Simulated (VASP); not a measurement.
Set up this calculation in VASP 6.6.1, as the native input.

```
Task                   : relaxation of cell and atoms
Functional             : PBEsol
Potentials or basis    : VASP PAW PBE potentials, release 64 (I)
Cutoff                 : 600 eV
k mesh                 : 8 × 8 × 4
Occupations            : gaussian, width 0.02 eV
Spin                   : no spin polarisation
Target pressure        : 4 GPa
Dipole correction      : no
Further INCAR settings : ALGO = Normal; EDIFF = 1e-06; IBRION = 2; EDIFFG = -0.008; NSW = 70; ISIF = 3
```

The structure of I lies in POSCAR:

```
I
1.0
    3.4577859094     -2.1043906876      0.0000000000
    3.4577859094      2.1043906876      0.0000000000
    0.0000000000      0.0000000000      9.2996762961
I
4
Direct
    0.8211753444      0.1788246556      0.1230025011
    0.6788246556      0.3211753444      0.6230025011
    0.1788246556      0.8211753444      0.8769974989
    0.3211753444      0.6788246556      0.3769974989
```

The input as run:

INCAR

```
SYSTEM = I
PREC = Accurate
ENCUT = 600
EDIFF = 1E-6
ISMEAR = 0
SIGMA = 0.02
LREAL = .False.
LASPH = .True.
NELM = 80
ALGO = Normal
ISIF = 3
LWAVE = .False.
LCHARG = .False.
GGA = PS
IBRION = 2
NSW = 70
EDIFFG = -0.008
PSTRESS = 40.0
```

KPOINTS

```
Automatic mesh
0
Gamma
  8 8 4
  0 0 0
```

Potentials or basis: VASP PAW PBE potentials, release 64 (I).

Command:

```bash
$ cat potpaw_PBE.64/I/POTCAR > POTCAR
$ mpirun -np 1 vasp_std > vasp.out
```

It gave:

| Item | Value |
| --- | --- |
| Relaxed volume | 32.56 Å³/atom |
| Relaxed cell | a = 3.914 Å, b = 3.914 Å, c = 9.396 Å, α = 90.00°, β = 90.00°, γ = 64.76° |
| Space group after relaxing (to 0.1 Å) | Cmce (No. 64) |
| Energy change on relaxing (the run minimises the enthalpy) | +12.7 meV/atom |
| Ionic steps | 16 |
| Pressure after relaxing | 4.0 GPa |
| Largest force after relaxing | 0.004 eV/Å |
| Band gap on the k mesh | 0.50 eV (least direct gap 0.90 eV) |

Caveat: the cell is relaxed towards a set pressure, so the run minimises the enthalpy, not the energy; the PAW data sets were made with another functional, which shifts forces and pressure a little; spin-orbit coupling is left out, which moves the levels of the heavy elements.

It took 34 min on 1 thread of Intel Xeon 8259CL, with other jobs on the host, peak memory 0.39 GiB.
